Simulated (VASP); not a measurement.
Write the native input for VASP 6.6.1 that does the following.

```
Task                   : single point
Functional             : PBEsol
Potentials or basis    : VASP PAW PBE potentials, release 64 (P)
Cutoff                 : 520 eV
k mesh                 : 24 × 24 × 12
Occupations            : gaussian, width 0.15 eV
Spin                   : no spin polarisation
Dipole correction      : no
Further INCAR settings : ALGO = Normal; EDIFF = 1e-06; NBANDS = 12
```

The structure of P lies in POSCAR:

```
P
1.0
    2.2399581902      0.0000000000      0.0048253137
    0.0000000000      2.2398554498      0.0000000000
   -0.0091100304      0.0000000000      4.4095117485
P
2
Direct
    0.0000000000      0.0000000000      0.2500000000
    1.0000000000      0.0000000000      0.7500000000
```

This isn't the form of P at room conditions, which is orthorhombic.

This cell differs from its parent crystal: strain -0.080 along x and y, -0.080 along z.

These files were run (other wordings do the same):

INCAR

```
ALGO = Normal
EDIFF = 1E-6
ENCUT = 520
GGA = PS
ISIF = 2
ISMEAR = 0
LASPH = True
LCHARG = False
LREAL = False
LWAVE = False
NBANDS = 12
NELM = 60
PREC = Accurate
SIGMA = 0.15
```

KPOINTS

```
k-points
0
Gamma
  24 24 12
```

Potentials or basis: VASP PAW PBE potentials, release 64 (P).

Run with:

```bash
$ cat potpaw_PBE.64/P/POTCAR > POTCAR
$ mpirun -np 1 vasp_std > vasp.out
```

It gave:

- Pressure: 53.6 GPa
- Band gap on the k mesh: zero (bands 5 and 6 overlap by 12.92 eV)

Caveat: the cell differs from its parent crystal (strain -0.080 along x and y, -0.080 along z); the cell stands under pressure; the PAW data sets were made with another functional, which shifts forces and pressure a little.

It took 6.2 min on 1 thread of AMD EPYC 7R13 (shared host), peak memory 0.42 GiB.
